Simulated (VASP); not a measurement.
**MgO: single point with PBE**

MgO:

```
CELL_PARAMETERS angstrom
0.00000 2.12722 2.12722
2.12722 0.00000 2.12722
2.12722 2.12722 0.00000
ATOMIC_POSITIONS crystal
Mg 0.99335 0.00665 0.01996
O 0.51011 0.48989 0.46968
```

This cell differs from its parent crystal: mode 4 frozen in at -0.086 Å and mode 5 at -0.043 Å (largest displacements).

- Program: VASP 6.6.1
- Task: single point
- Functional: PBE
- Potentials or basis: VASP PAW PBE potentials, release 64 (Mg, O)
- Cutoff: 520 eV
- k mesh: 10 × 10 × 10
- Occupations: gaussian, width 0.05 eV
- Spin: no spin polarisation
- Dipole correction: no
- Further INCAR settings: ALGO = Normal; EDIFF = 1e-06; NBANDS = 11

```yaml
Pressure: 1.4 GPa
Largest_force: 0.837 eV/Å
Band_gap_on_the_k_mesh: 4.43 eV, direct
```

Forces in eV/Å, atoms in the order of the input:
```
Mg  -0.772 -0.324  0.000
O    0.772  0.324  0.000
```

Stress tensor (GPa, compression positive):
```
 5.35 -0.52  0.00
-0.52  0.30  0.00
 0.00  0.00 -1.31
```

Levels at points of the mesh, in eV from the valence-band top:
```tsv
k point	band 1	band 2	band 3	band 4	band 5	band 6	band 7	band 8	band 9
(0.00, 0.00, 0.00)	-17.11	-0.04	0.00	0.00	4.43	15.65	15.74	15.78	19.43
(0.50, 0.00, 0.00)	-15.90	-4.47	-0.61	-0.58	7.70	12.14	15.97	16.13	20.37
(0.00, 0.00, 0.50)	-15.90	-4.47	-0.64	-0.60	7.75	12.20	16.00	16.08	20.40
(0.50, 0.50, 0.00)	-15.65	-3.94	-1.32	-1.29	9.17	9.54	12.81	18.46	18.74
(0.00, 0.50, 0.50)	-15.66	-3.92	-1.30	-1.29	9.12	9.50	12.82	18.54	18.59
(0.50, 0.00, 0.50)	-15.65	-3.94	-1.31	-1.30	9.16	9.53	12.81	18.50	18.68
```

Wall time 64 s on 1 thread of Intel Xeon 6975P-C, with other jobs on the host, peak memory 0.19 GiB.

Caveat: the cell differs from its parent crystal (mode 4 frozen in at -0.086 Å and mode 5 at -0.043 Å (largest displacements)).
